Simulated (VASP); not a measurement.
# MoS2 (P-3m1) in VASP: a series of runs, part 3 of 3

VASP 6.6.1. The steps go on from the part before.

## 5. Single point, r2SCAN+D4

POSCAR

```
MoS2
1.0
    3.2274650000      0.0000000000      0.0000000000
   -1.6137320000      2.7950660000      0.0000000000
    0.0000000000      0.0000000000      6.3124730000
Mo S
1 2
Direct
    0.0000000000      0.0000000000      0.5000000000
    0.3333333333      0.6666666667      0.2553190000
    0.6666666667      0.3333333333      0.7446810000
```

INCAR.step1

```
SYSTEM = MoS2
PREC = Accurate
ENCUT = 520
ISMEAR = 1
SIGMA = 0.05
LREAL = .False.
LASPH = .True.
NELM = 80
NBANDS = 20
GGA = PE
ALGO = Normal
EDIFF = 1E-4
LWAVE = .True.
LCHARG = .False.
```

INCAR.step2

```
SYSTEM = MoS2
PREC = Accurate
ENCUT = 520
EDIFF = 1E-6
ISMEAR = 1
SIGMA = 0.05
LREAL = .False.
LASPH = .True.
NELM = 80
ALGO = Normal
ISIF = 2
LWAVE = .False.
LCHARG = .False.
METAGGA = R2SCAN
LMIXTAU = .True.
IVDW = 13
VDW_S6 = 1.0
VDW_S8 = 0.6018749
VDW_A1 = 0.51559235
VDW_A2 = 5.77342911
NBANDS = 20
ISTART = 1
```

KPOINTS

```
Automatic mesh
0
Gamma
  11 11 5
  0 0 0
```

Potentials or basis: VASP PAW PBE potentials, release 64 (Mo_sv, S).

The run is started by

```
> cat potpaw_PBE.64/Mo_sv/POTCAR potpaw_PBE.64/S/POTCAR > POTCAR
> cp INCAR.step1 INCAR
> mpirun -np 1 vasp_std > vasp.out
> cp INCAR.step2 INCAR
> mpirun -np 1 vasp_std > vasp.out
```

OUTCAR:

```text
SYSTEM = MoS2
   PREC = Accurate
   ENCUT = 520
   EDIFF = 1E-6
   ISMEAR = 1
   LREAL = .False.
   LASPH = .True.
   NELM = 80
   ISIF = 2
   METAGGA = R2SCAN
   IVDW = 13
   ISTART = 1

 ion  position               nearest neighbor table
   1  0.000  0.000  0.500-   2 2.42   3 2.42   3 2.42   2 2.42   3 2.42   2 2.42
   2  0.333  0.667  0.255-   1 2.42   1 2.42   1 2.42
   3  0.667  0.333  0.745-   1 2.42   1 2.42   1 2.42

  LATTYP: Found a hexagonal cell.
 ALAT       =     3.2274650000
 C/A-ratio  =     1.9558610241

  Lattice vectors:

 A1 = (   3.2274650000,   0.0000000000,   0.0000000000)
 A2 = (  -1.6137320000,   2.7950660000,   0.0000000000)
 A3 = (   0.0000000000,   0.0000000000,   6.3124730000)

Analysis of symmetry for initial positions (statically):
=====================================================================
 Subroutine PRICEL returns:
 Original cell was already a primitive cell.

 Routine SETGRP: Setting up the symmetry group for a
 hexagonal supercell.

 Subroutine GETGRP returns: Found 12 space group operations
 (whereof 12 operations were pure point group operations)
 out of a pool of 24 trial point group operations.

The static configuration has the point symmetry D_3d.

Analysis of symmetry for dynamics (positions and initial velocities):
=====================================================================
 Subroutine PRICEL returns:
 Original cell was already a primitive cell.

 Routine SETGRP: Setting up the symmetry group for a
 hexagonal supercell.

 Subroutine GETGRP returns: Found 12 space group operations
 (whereof 12 operations were pure point group operations)
 out of a pool of 24 trial point group operations.

The dynamic configuration has the point symmetry D_3d.

 Subroutine INISYM returns: Found 12 space group operations
 (whereof 12 operations are pure point group operations),
 and found     1 'primitive' translations

----------------------------------------------------------------------------------------

                                     Primitive cell

  volume of cell :      56.9447

  direct lattice vectors                    reciprocal lattice vectors
     3.227465000  0.000000000  0.000000000     0.309840695  0.178886597  0.000000000
    -1.613732000  2.795066000  0.000000000     0.000000000  0.357773305  0.000000000
     0.000000000  0.000000000  6.312473000     0.000000000  0.000000000  0.158416519

  length of vectors
     3.227465000  3.227464161  6.312473000     0.357773212  0.357773305  0.158416519

  position of ions in fractional coordinates (direct lattice)
     0.000000000  0.000000000  0.500000000
     0.333333333  0.666666667  0.255319000
     0.666666667  0.333333333  0.744681000

  ion indices of the primitive-cell ions
   primitive index   ion index
                 1           1
                 2           2
                 3           3

----------------------------------------------------------------------------------------

 KPOINTS: Automatic mesh

Automatic generation of k-mesh.
 Grid dimensions read from file:
 generate k-points for:   11   11    5

 Generating k-lattice:

  Cartesian coordinates                     Fractional coordinates (reciprocal lattice)
     0.028167336  0.016262418  0.000000000     0.090909091 -0.000000000  0.000000000
     0.000000000  0.032524846  0.000000000     0.000000000  0.090909091  0.000000000
     0.000000000  0.000000000  0.031683304     0.000000000  0.000000000  0.200000000

  Length of vectors
     0.032524837  0.032524846  0.031683304

  Shift w.r.t. Gamma in fractional coordinates (k-lattice)
     0.000000000  0.000000000  0.000000000

 Subroutine IBZKPT returns following result:
 ===========================================

 Found     68 irreducible k-points:

 Following reciprocal coordinates:
            Coordinates               Weight
  0.000000  0.000000  0.000000      1.000000
  0.090909 -0.000000  0.000000      6.000000
  0.181818 -0.000000  0.000000      6.000000
  0.272727 -0.000000  0.000000      6.000000
  0.363636  0.000000  0.000000      6.000000
  0.454545 -0.000000  0.000000      6.000000
[... 16 lines left out ...]
  0.000000  0.272727  0.200000      6.000000
  0.363636  0.000000  0.200000      6.000000
 [... further k-points ...]
   k-points           NKPTS =     68   k-points in BZ     NKDIM =     68   number of bands    NBANDS=     20
   number of dos      NEDOS =    301   number of ions     NIONS =      3
   total plane-waves  NPLWV =  27648
   dimension x,y,z NGX =    24 NGY =   24 NGZ =   48
   dimension x,y,z NGXF=    48 NGYF=   48 NGZF=   96
   ions per type =               1   2
   NGX,Y,Z   is equivalent  to a cutoff of  12.36, 12.36, 12.64 a.u.
   NGXF,Y,Z  is equivalent  to a cutoff of  24.72, 24.72, 25.28 a.u.
 SYSTEM =  MoS2
   PREC   = accura    normal or accurate (medium, high low for compatibility)
   ISTART =      1    job   : 0-new  1-cont  2-samecut
   ICHARG =      0    charge: 1-file 2-atom 10-const
   ISPIN  =      1    spin polarized calculation?
   LNONCOLLINEAR =      F non collinear calculations
   LSORBIT =      F    spin-orbit coupling
   LASPH  =      T    aspherical Exc in radial PAW
   ENCUT  =  520.0 eV  38.22 Ry    6.18 a.u.   6.00  6.00 11.74*2*pi/ulx,y,z
   NELM   =     80;   NELMIN=  2; NELMDL=  0     # of ELM steps
   EDIFF  = 0.1E-05   stopping-criterion for ELM
   LREAL  =      F    real-space projection
   EDIFFG = 0.1E-04   stopping-criterion for IOM
   NSW    =      0    number of steps for IOM
   IBRION =     -1    ionic relax: 0-MD 1-quasi-New 2-CG
   NFREE  =      0    steps in history (QN), initial steepest desc. (CG)
   ISIF   =      2    stress and relaxation
   ISYM   =      2    0-nonsym 1-usesym 2-fastsym
   POTIM  = 0.5000    time-step for ionic-motion
   TEBEG  =    0.0;   TEEND  =   0.0 temperature during run
   PSTRESS=    0.0 pullay stress
   NELECT =      26.0000    total number of electrons
   NUPDOWN=      -1.0000    fix difference up-down
   EMIN   =  10.00;   EMAX   =-10.00  energy-range for DOS
   EFERMI =   0.00;   METHOD = LEGACY
   ISMEAR =     1;   SIGMA  =   0.05  broadening in eV -4-tet -1-fermi 0-gaus
   EFERMI_NEDOS =   21; number of points for ismear=-14 and -15
   IALGO  =     38    algorithm
   IMIX   =      4    mixing-type and parameters
     AMIX     =   0.40;   BMIX     =  1.00
     AMIX_MAG =   1.60;   BMIX_MAG =  1.00
  volume/ion in A,a.u.               =      18.98       128.09
  Fermi-wavevector in a.u.,A,eV,Ry     =   1.260612  2.382212 21.621611  1.589144
  Thomas-Fermi vector in A             =   2.394113
   LORBIT       =      0    0 simple, 1 ext, 2 COOP (PROOUT), +10 PAW based schemes
   METAGGA = R2SCAN    functional components
   LHFCALC =     F    Hartree Fock is set to
   AEXX    =    0.0000 exact exchange contribution
   IVDW    =    13    specifies the selected vdW correction
   LEPSILON=     F    determine dielectric tensor
   LRPA    =     F    only Hartree local field effects (RPA)
 non-spin polarized calculation
 Methfessel and Paxton  Order N= 1 SIGMA  =   0.05
  energy-cutoff  :      520.00
  volume of cell :       56.94
 maximum number of plane-waves:      1557
   NGX = 13   NGY = 13   NGZ = 23

 number of electron      26.0000001 magnetization

 Free energy of the ion-electron system (eV)
  ---------------------------------------------------
  ext. energy  EPLUGINS =         0.00000000
  ---------------------------------------------------
  free energy    TOTEN  =       -44.14939046 eV

  energy without entropy =      -44.14834747  energy(sigma->0) =      -44.14904280

 E-fermi :   6.8955     XC(G=0): -11.0989

 val. band max:        6.8882842649   @ k =   0.1818   0.1818   0.4000
 cond. band min:       6.8966914730   @ k =   0.0909  -0.0000   0.4000
 fundamental gap:      0.0084072081
 Fermi energy:         6.8954984591

 k-point     1 :       0.0000    0.0000    0.0000
  band No.  band energies     occupation
      1     -56.9728      2.00000
      2     -30.2756      2.00000
      3     -30.2422      2.00000
      4     -30.2422      2.00000
      5      -8.7273      2.00000
      6      -7.2201      2.00000
[... 12 lines left out ...]
     19      13.7128      0.00000
[... 513 lines left out ...]
      4     -30.2159      2.00000
      5      -7.3197      2.00000
      6      -6.7119      2.00000
[... 12 lines left out ...]
     19      13.8110      0.00000
     20      16.4667      0.00000

 [... further k-points ...]

------------------------ aborting loop because EDIFF is reached ----------------------------------------

  DFT-D4 for vdW energy calculation

  Edisp (eV):   -0.44002

  FORCE on cell =-STRESS in cart. coord.  units (eV):
  Direction    XX          YY          ZZ          XY          YZ          ZX
  --------------------------------------------------------------------------------------
  -------------------------------------------------------------------------------------
  Total      -0.36691    -0.36691    -0.33294    -0.00000     0.00000     0.00000
  in kB     -10.32340   -10.32339    -9.36748    -0.00000     0.00000     0.00000
  external pressure =      -10.00 kB  Pullay stress =        0.00 kB

 VOLUME and BASIS-vectors are now :
 -----------------------------------------------------------------------------
  energy-cutoff  :      520.00
  volume of cell :       56.94
      direct lattice vectors                 reciprocal lattice vectors
     3.227465000  0.000000000  0.000000000     0.309840695  0.178886597  0.000000000
    -1.613732000  2.795066000  0.000000000     0.000000000  0.357773305  0.000000000
     0.000000000  0.000000000  6.312473000     0.000000000  0.000000000  0.158416519

 POSITION                                       TOTAL-FORCE (eV/Angst)
 -----------------------------------------------------------------------------------
      0.00000      0.00000      3.15624        -0.000000      0.000000      0.000000
      0.00000      1.86338      1.61169         0.000000      0.000000     -0.062994
      1.61373      0.93169      4.70078        -0.000000      0.000000      0.062994
 -----------------------------------------------------------------------------------
    total drift:                                0.000000      0.000000      0.000000

  FREE ENERGIE OF THE ION-ELECTRON SYSTEM (eV)
  ---------------------------------------------------
  free  energy   TOTEN  =       -44.5894131882 eV

  energy  without entropy=      -44.5883701969  energy(sigma->0) =      -44.58906552
```

It took 2 min on 1 thread of Intel Xeon Platinum 8488C (Sapphire Rapids), shared host; peak memory 0.22 GiB.

What came out:

- Free energy: -44.5894 eV
- Pressure: -1.0 GPa
- Largest force: 0.063 eV/Å
- Band gap on the k mesh: zero (band 13 reaches 7.19 eV, above the bottom of band 14 at 6.35 eV)
- Dispersion energy per atom: -0.147 eV

Forces on the atoms (eV/Å):
```
Mo   0.000  0.000  0.000
S    0.000  0.000 -0.063
S    0.000  0.000  0.063
```

Stress tensor (GPa, compression positive):
```
-1.03  0.00  0.00
 0.00 -1.03  0.00
 0.00  0.00 -0.94
```

Levels at points of the mesh, in eV from the Fermi level:
| k point | band 11 | band 12 | band 13 | band 14 | band 15 | band 16 |
| --- | --- | --- | --- | --- | --- | --- |
| (0.00, 0.00, 0.00) | -1.13 | -1.06 | -1.06 | -0.48 | -0.48 | 3.28 |

Caveat: the PAW data sets were made with another functional, which shifts forces and pressure a little.

## 6. Single point, r2SCAN+D4

POSCAR is that of step 5.

Changes to INCAR.step1 since step 5:

```diff
@@ -4,3 +4,3 @@
 ISMEAR = 1
-SIGMA = 0.05
+SIGMA = 0.025
 LREAL = .False.
```

Changes to INCAR.step2 since step 5:

```diff
@@ -5,3 +5,3 @@
 ISMEAR = 1
-SIGMA = 0.05
+SIGMA = 0.025
 LREAL = .False.
```

KPOINTS

```
regular mesh
0
Gamma
  11 11 5
  0 0 0
```

Potentials or basis: VASP PAW PBE potentials, release 64 (Mo_sv, S).

The run is started by

```
> cat potpaw_PBE.64/Mo_sv/POTCAR potpaw_PBE.64/S/POTCAR > POTCAR
> cp INCAR.step1 INCAR
> mpirun -np 1 vasp_std > vasp.out
> cp INCAR.step2 INCAR
> mpirun -np 1 vasp_std > vasp.out
```

Wall time 2 min (1 thread of Intel Xeon Platinum 8488C (Sapphire Rapids), shared host); peak memory 0.22 GiB.

It converged, with:

* Free energy: -44.5890 eV
* Pressure: -1.0 GPa
* Largest force: 0.069 eV/Å
* Band gap on the k mesh: zero (band 13 reaches 7.19 eV, above the bottom of band 14 at 6.35 eV)
* Dispersion energy per atom: -0.147 eV

Forces in eV/Å, atoms in the order of the input:
```
Mo   0.000  0.000  0.000
S    0.000  0.000 -0.069
S    0.000  0.000  0.069
```

Stress tensor (GPa, compression positive):
```
-1.06  0.00  0.00
 0.00 -1.06  0.00
 0.00  0.00 -0.94
```

Levels at points of the mesh, in eV from the Fermi level:
| k point | band 11 | band 12 | band 13 | band 14 | band 15 | band 16 |
| --- | --- | --- | --- | --- | --- | --- |
| (0.00, 0.00, 0.00) | -1.13 | -1.06 | -1.06 | -0.48 | -0.48 | 3.29 |

Caveat: the PAW data sets were made with another functional, which shifts forces and pressure a little.

## 7. Summary

| smearing | gap on the mesh (eV) | pressure (GPa) | largest force (eV/Å) |
| --- | --- | --- | --- |
| methfessel-paxton 0.25 eV | none | -1.0 | 0.05 |
| methfessel-paxton 0.15 eV | none | -1.0 | 0.05 |
| methfessel-paxton 0.1 eV | none | -1.0 | 0.05 |
| methfessel-paxton 0.05 eV | none | -1.0 | 0.06 |
| methfessel-paxton 0.025 eV | none | -1.0 | 0.07 |

Alike in all rows: task single point; level r2SCAN+D4; potentials or basis VASP PAW PBE potentials, release 64 (Mo_sv, S); no spin polarisation; cell as given; k mesh 11 × 11 × 5; cutoff (eV) 520.

Every run on the cell as given and a fine mesh finds a metal.

Caveats: the PAW data sets were made with another functional, which shifts forces and pressure a little.

Total energies depend on the potentials used, so only differences within one code and one set of settings carry meaning.
